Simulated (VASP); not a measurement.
# Sb (Fd-3m) in VASP: relaxation of cell and atoms with PBE

Aim: the relaxation of cell and atoms of Sb with PBE.

All numbers are computed with VASP 6.6.1; they aren't measurements. Logs are shortened: lines on timing, memory, paths and dates and some standing lists are left out, and cuts for length are marked.

### 1 The cell of the first run

The structure is cubic, space group Fd-3m (No. 227). The conventional cell has a = 6.995 Å, b = 6.995 Å, c = 6.995 Å, α = 90.00°, β = 90.00°, γ = 90.00°. Within 4.0 Å of Sb (site symmetry -43m) lie 4 Sb at 3.03 Å.

This isn't the form of Sb at room conditions, which is rhombohedral.

### 2 Relaxation of cell and atoms, PBE, non-collinear spin, zero start, spin-orbit coupling

File INCAR:

```
ALGO = Normal ; EDIFF = 1E-7
EDIFFG = -0.005 ; ENCUT = 500
GGA = PE ; GGA_COMPAT = False
IBRION = 2 ; ISIF = 3
ISMEAR = -1 ; LASPH = True
LCHARG = False ; LNONCOLLINEAR = True
LORBIT = 11 ; LORBMOM = True
LREAL = False ; LSORBIT = True
LWAVE = False ; MAGMOM = 0 0 0 0 0 0
NELM = 200 ; NELMIN = 4
NSW = 45 ; PREC = Accurate
SIGMA = 0.05
```

File KPOINTS:

```
k-points
0
Gamma
  11 11 11
```

File POSCAR:

```
Sb
1.0
    0.0000000000      3.4974125236      3.4974125236
    3.4974125236      0.0000000000      3.4974125236
    3.4974125236      3.4974125236      0.0000000000
Sb
2
Direct
   -0.1250000000     -0.1250000000     -0.1250000000
    0.1250000000      0.1250000000      0.1250000000
```

Potentials or basis: VASP PAW PBE potentials, release 64 (Sb).

Started as:

```bash
$ cat potpaw_PBE.64/Sb/POTCAR > POTCAR
$ mpirun -np 1 vasp_ncl > vasp.out
```

OUTCAR:

```text
EDIFF = 1E-7
   EDIFFG = -0.005
   ENCUT = 500
   GGA = PE
   IBRION = 2
   ISIF = 3
   ISMEAR = -1
   LASPH = True
   LNONCOLLINEAR = True
   LORBIT = 11
   LREAL = False
   LSORBIT = True
   NELM = 200
   NELMIN = 4
   NSW = 45
   PREC = Accurate

 ion  position               nearest neighbor table
   1  0.875  0.875  0.875-   2 3.03   2 3.03   2 3.03   2 3.03
   2  0.125  0.125  0.125-   1 3.03   1 3.03   1 3.03   1 3.03

  LATTYP: Found a face centered cubic cell.
 ALAT       =     6.9948250472

  Lattice vectors:

 A1 = (   0.0000000000,   3.4974125236,   3.4974125236)
 A2 = (   3.4974125236,   0.0000000000,   3.4974125236)
 A3 = (   3.4974125236,   3.4974125236,   0.0000000000)

Analysis of symmetry for initial positions (statically):
=====================================================================
 Subroutine PRICEL returns:
 Original cell was already a primitive cell.

 Routine SETGRP: Setting up the symmetry group for a
 face centered cubic supercell.

 Subroutine GETGRP returns: Found 48 space group operations
 (whereof 12 operations were pure point group operations)
 out of a pool of 48 trial point group operations.

The static configuration has the point symmetry D_3d.
 The point group associated with its full space group is O_h .

Analysis of symmetry for dynamics (positions and initial velocities):
=====================================================================
 Subroutine PRICEL returns:
 Original cell was already a primitive cell.

 Routine SETGRP: Setting up the symmetry group for a
 face centered cubic supercell.

 Subroutine GETGRP returns: Found 48 space group operations
 (whereof 12 operations were pure point group operations)
 out of a pool of 48 trial point group operations.

The dynamic configuration has the point symmetry D_3d.
 The point group associated with its full space group is O_h .

Analysis of structural, dynamic, and magnetic symmetry:
=====================================================================
 Subroutine PRICEL returns:
 Original cell was already a primitive cell.

 Routine SETGRP: Setting up the symmetry group for a
 face centered cubic supercell.

 Subroutine GETGRP returns: Found 48 space group operations
 (whereof 12 operations were pure point group operations)
 out of a pool of 48 trial point group operations.

The overall configuration has the point symmetry D_3d.
 The point group associated with its full space group is O_h .

 Subroutine INISYM returns: Found 48 space group operations
 (whereof 12 operations are pure point group operations),
 and found     1 'primitive' translations

----------------------------------------------------------------------------------------

                                     Primitive cell

  volume of cell :      85.5600

  direct lattice vectors                    reciprocal lattice vectors
     0.000000000  3.497412524  3.497412524    -0.142962832  0.142962832  0.142962832
     3.497412524  0.000000000  3.497412524     0.142962832 -0.142962832  0.142962832
     3.497412524  3.497412524  0.000000000     0.142962832  0.142962832 -0.142962832

  length of vectors
     4.946088224  4.946088224  4.946088224     0.247618889  0.247618889  0.247618889

  position of ions in fractional coordinates (direct lattice)
     0.875000000  0.875000000  0.875000000
     0.125000000  0.125000000  0.125000000

  ion indices of the primitive-cell ions
   primitive index   ion index
                 1           1
                 2           2

----------------------------------------------------------------------------------------

 KPOINTS: k-points

Automatic generation of k-mesh.
 Grid dimensions read from file:
 generate k-points for:   11   11   11

[... 151 lines left out ...]

 number of electron      10.0000001 magnetization      -0.0000000     -0.0000000      0.0000000

 Free energy of the ion-electron system (eV)
  ---------------------------------------------------
  ext. energy  EPLUGINS =         0.00000000
  ---------------------------------------------------
  free energy    TOTEN  =        -7.81835860 eV

  energy without entropy =       -7.80753677  energy(sigma->0) =       -7.81294769

 E-fermi :   3.7908     XC(G=0):  -7.8432

 val. band max:        3.7737295246   @ k =  -0.4545   0.4545   0.0909
 cond. band min:       3.8015964677   @ k =   0.4545   0.3636   0.0909
 fundamental gap:      0.0278669431
 Fermi energy:         3.7907593826

 k-point     1 :       0.0000    0.0000    0.0000
  band No.  band energies     occupation
      1      -7.5571      1.00000
      2      -7.5571      1.00000
      3      -1.5405      1.00000
      4      -1.5405      1.00000
      5       1.6409      1.00000
      6       1.6409      1.00000
[... 481 lines left out ...]
      5       0.7176      1.00000
      6       0.7176      1.00000
[... 10 lines left out ...]
     17       9.0403      0.00000
     18       9.0403      0.00000

 [... further k-points ...]

------------------------ aborting loop because EDIFF is reached ----------------------------------------

  FORCE on cell =-STRESS in cart. coord.  units (eV):
  Direction    XX          YY          ZZ          XY          YZ          ZX
  --------------------------------------------------------------------------------------
  -------------------------------------------------------------------------------------
  Total       -0.0015604     -0.0015604     -0.0015604     -0.0000000      0.0000000      0.0000000
  in kB       -0.0291986     -0.0291986     -0.0291986     -0.0000000      0.0000000      0.0000000
  external PRESSURE =      -0.0291986 kB  Pullay stress =       0.0000000 kB

 VOLUME and BASIS-vectors are now :
 -----------------------------------------------------------------------------
  energy-cutoff  :      500.00
  volume of cell :       85.62
      direct lattice vectors                 reciprocal lattice vectors
     0.000000000  3.498281510  3.498281510    -0.142927320  0.142927320  0.142927320
     3.498281510 -0.000000000  3.498281510     0.142927320 -0.142927320  0.142927320
     3.498281510  3.498281510  0.000000000     0.142927320  0.142927320 -0.142927320

 POSITION                                       TOTAL-FORCE (eV/Angst)
 -----------------------------------------------------------------------------------
      6.12199      6.12199      6.12199         0.000000     -0.000000     -0.000000
      0.87457      0.87457      0.87457        -0.000000      0.000000      0.000000
 -----------------------------------------------------------------------------------
    total drift:                               -0.000000      0.000000      0.000000

  FREE ENERGIE OF THE ION-ELECTRON SYSTEM (eV)
  ---------------------------------------------------
  free  energy   TOTEN  =        -7.8183586038 eV

  energy  without entropy=       -7.8075367672  energy(sigma->0) =       -7.81294769

 reached required accuracy - stopping structural energy minimisation

 orbital moment (x)

 # of ion     p       d       tot
 ----------------------------------------
  1         0.000  -0.000   0.000
  2         0.000  -0.000   0.000
 ----------------------------------------
            0.000  -0.000   0.000

 orbital moment (y)

 # of ion     p       d       tot
 ----------------------------------------
  1         0.000   0.000   0.000
  2        -0.000  -0.000  -0.000
 ----------------------------------------
            0.000   0.000   0.000

 orbital moment (z)

 # of ion     p       d       tot
 ----------------------------------------
  1         0.000  -0.000  -0.000
  2         0.000   0.000   0.000
 ----------------------------------------
            0.000  -0.000  -0.000

 Spin-Orbit-Coupling matrix elements

 Ion:    1  E_soc:     -0.1540443
 l=   1
     0.0000000    -0.0256252    -0.0256252
    -0.0256252     0.0000000    -0.0256252
    -0.0256252    -0.0256252     0.0000000
 l=   2
     0.0000000    -0.0000057     0.0000000    -0.0000057    -0.0000431
    -0.0000057     0.0000000    -0.0000323    -0.0000057    -0.0000108
     0.0000000    -0.0000323     0.0000000    -0.0000323     0.0000000
    -0.0000057    -0.0000057    -0.0000323     0.0000000    -0.0000108
    -0.0000431    -0.0000108     0.0000000    -0.0000108     0.0000000
 l=   3
     0.0000000     0.0000000     0.0000000     0.0000000     0.0000000     0.0000000     0.0000000
     0.0000000     0.0000000     0.0000000     0.0000000     0.0000000     0.0000000     0.0000000
     0.0000000     0.0000000     0.0000000     0.0000000     0.0000000     0.0000000     0.0000000
     0.0000000     0.0000000     0.0000000     0.0000000     0.0000000     0.0000000     0.0000000
     0.0000000     0.0000000     0.0000000     0.0000000     0.0000000     0.0000000     0.0000000
     0.0000000     0.0000000     0.0000000     0.0000000     0.0000000     0.0000000     0.0000000
     0.0000000     0.0000000     0.0000000     0.0000000     0.0000000     0.0000000     0.0000000

 Ion:    2  E_soc:     -0.1540443
 l=   1
     0.0000000    -0.0256252    -0.0256252
    -0.0256252     0.0000000    -0.0256252
    -0.0256252    -0.0256252     0.0000000
 l=   2
     0.0000000    -0.0000057     0.0000000    -0.0000057    -0.0000431
    -0.0000057     0.0000000    -0.0000323    -0.0000057    -0.0000108
     0.0000000    -0.0000323     0.0000000    -0.0000323     0.0000000
    -0.0000057    -0.0000057    -0.0000323     0.0000000    -0.0000108
    -0.0000431    -0.0000108     0.0000000    -0.0000108     0.0000000
 l=   3
     0.0000000     0.0000000     0.0000000     0.0000000     0.0000000     0.0000000     0.0000000
     0.0000000     0.0000000     0.0000000     0.0000000     0.0000000     0.0000000     0.0000000
     0.0000000     0.0000000     0.0000000     0.0000000     0.0000000     0.0000000     0.0000000
     0.0000000     0.0000000     0.0000000     0.0000000     0.0000000     0.0000000     0.0000000
     0.0000000     0.0000000     0.0000000     0.0000000     0.0000000     0.0000000     0.0000000
     0.0000000     0.0000000     0.0000000     0.0000000     0.0000000     0.0000000     0.0000000
     0.0000000     0.0000000     0.0000000     0.0000000     0.0000000     0.0000000     0.0000000

 total charge

# of ion       s       p       d       tot
------------------------------------------
    1        1.244   1.105   0.022   2.372
    2        1.244   1.105   0.022   2.372
--------------------------------------------------
tot          2.489   2.211   0.045   4.744

 magnetization (x)

# of ion       s       p       d       tot
------------------------------------------
    1       -0.000   0.000  -0.000  -0.000
    2        0.000   0.000  -0.000  -0.000
--------------------------------------------------
tot         -0.000   0.000  -0.000  -0.000

 magnetization (y)

# of ion       s       p       d       tot
------------------------------------------
    1       -0.000   0.000   0.000  -0.000
    2       -0.000   0.000   0.000  -0.000
--------------------------------------------------
tot         -0.000   0.000   0.000  -0.000

 magnetization (z)

# of ion       s       p       d       tot
------------------------------------------
    1        0.000   0.000  -0.000  -0.000
    2       -0.000   0.000   0.000  -0.000
--------------------------------------------------
tot         -0.000   0.000   0.000  -0.000
```

Wall time 4.9 min (1 thread of Oxide Virtual Turin-like, shared host); peak memory 0.41 GiB.

What came out:

```yaml
Free_energy: -7.8184 eV
Relaxed_volume: 42.81 Å³/atom
Relaxed_cell: a = 4.947 Å, b = 4.947 Å, c = 4.947 Å, α = 60.00°, β = 60.00°, γ = 60.00°
Space_group_after_relaxing_to_0.1_Å: Fd-3m (No. 227)
Energy_gained_by_relaxing: 0.0 meV/atom
Ionic_steps: 2
Pressure_after_relaxing: 0.0 GPa
Net_moment: 0.00 μB per cell
Valence_electrons_inside_the_program's_atomic_spheres: Sb 2.37
```

Final structure:
```
CELL_PARAMETERS angstrom
0.00000 3.49828 3.49828
3.49828 0.00000 3.49828
3.49828 3.49828 0.00000
ATOMIC_POSITIONS crystal
Sb 0.87500 0.87500 0.87500
Sb 0.12500 0.12500 0.12500
```

Moments on the atoms (μB; x, y, z):
```
Sb  0.00 0.00 0.00
Sb  0.00 0.00 0.00
```
